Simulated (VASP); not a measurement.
Here is a VASP 6.6.1 calculation.

POSCAR

```
C
1.0
    0.0000000000      1.7951807415      1.7951807415
    1.7951807415      0.0000000000      1.7951807415
    1.7951807415      1.7951807415      0.0000000000
C
2
Direct
    0.7500000000      0.7500000000      0.7500000000
    0.5000000000      0.5000000000      0.5000000000
```

INCAR.step1

```
SYSTEM = C
PREC = Accurate ; ENCUT = 520
EDIFF = 1E-5 ; ISMEAR = -1
SIGMA = 0.05 ; LREAL = .False.
LASPH = .True. ; NELM = 60
ALGO = Normal ; ISIF = 2
LWAVE = .True. ; LCHARG = .False.
GGA = PE ; NBANDS = 11
```

File INCAR.step2:

```
SYSTEM = C
PREC = Accurate ; ENCUT = 520
EDIFF = 1E-7 ; ISMEAR = -1
SIGMA = 0.05 ; LREAL = .False.
LASPH = .True. ; NELM = 60
ALGO = Normal ; ISIF = 2
LWAVE = .False. ; LCHARG = .False.
GGA = PE ; LHFCALC = .True.
AEXX = 0.25 ; HFSCREEN = 0.3
PRECFOCK = Normal ; ISTART = 1
NBANDS = 11
```

The input KPOINTS:

```
regular mesh
0
Gamma
  7 7 7
  0 0 0
```

Potentials or basis: VASP PAW PBE potentials, release 64 (C).

Run with:

```bash
$ cat potpaw_PBE.64/C/POTCAR > POTCAR
$ cp INCAR.step1 INCAR
$ mpirun -np 1 vasp_std > vasp.out
$ cp INCAR.step2 INCAR
$ mpirun -np 1 vasp_std > vasp.out
```

**Question.** What does it give for the pressure?

**Answer.** -15.3 GPa.

**Question.** What does it give for the band gap on the k mesh?

**Answer.** 5.13 eV (least direct gap 6.69 eV).

Caveat: the k points lie up to 0.43 Å⁻¹ apart; the PAW data sets were made with another functional, which shifts forces and pressure a little; an odd mesh through Γ misses points on the zone boundary, where band edges can lie.
